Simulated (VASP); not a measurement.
The system is Si3N4.

```
Si N
1.0
     4.13078    0.00000    0.00000
     0.00000    4.13078    0.00000
     0.00000    0.00000    4.13078
Si N
3 4
Direct
  0.00000 0.00000 0.50000
  0.50000 0.00000 0.00000
  0.00000 0.50000 0.00000
  0.23952 0.23952 0.76048
  0.76048 0.76048 0.76048
  0.23952 0.76048 0.23952
  0.76048 0.23952 0.23952
```

```yaml
Program: VASP 6.6.1
Task: relaxation of cell and atoms
Functional: r2SCAN
Potentials_or_basis: VASP PAW PBE potentials, release 64 (Si, N)
Cutoff: 600 eV
k_mesh: 7 × 7 × 7
Occupations: fermi-dirac, width 0.05 eV
Spin: no spin polarisation
```

At the start: pressure -5.8 GPa; volume 10.07 Å³/atom.

Where does the relaxation end?

Over 3 steps the energy falls by 4.3 meV/atom and the volume is 9.86 Å³/atom (-2.1 %); space group P-43m (No. 215, to 0.05 Å).

Step by step:
| step | energy change (eV) | largest force (eV/Å) | pressure (GPa) | volume (Å³) |
| --- | --- | --- | --- | --- |
| 1 | 0.0000 | 0.2973 | -5.76 | 70.48 |
| 2 | 0.0427 | 0.5282 | 9.70 | 66.86 |
| 3 | -0.0300 | 0.0089 | -0.10 | 69.04 |

Final structure:
```yaml
crystal:
  lattice:
    - [4.10229, 0.00000, 0.00000]
    - [0.00000, 4.10229, 0.00000]
    - [0.00000, 0.00000, 4.10229]
  atoms:
    - { symbol: Si, position: [0.00000, 0.00000, 0.50000] }
    - { symbol: Si, position: [0.50000, 0.00000, 0.00000] }
    - { symbol: Si, position: [0.00000, 0.50000, 0.00000] }
    - { symbol: N, position: [0.23875, 0.23875, 0.76125] }
    - { symbol: N, position: [0.76125, 0.76125, 0.76125] }
    - { symbol: N, position: [0.23875, 0.76125, 0.23875] }
    - { symbol: N, position: [0.76125, 0.23875, 0.23875] }
```

Caveat: the PAW data sets were made with another functional, which shifts forces and pressure a little.
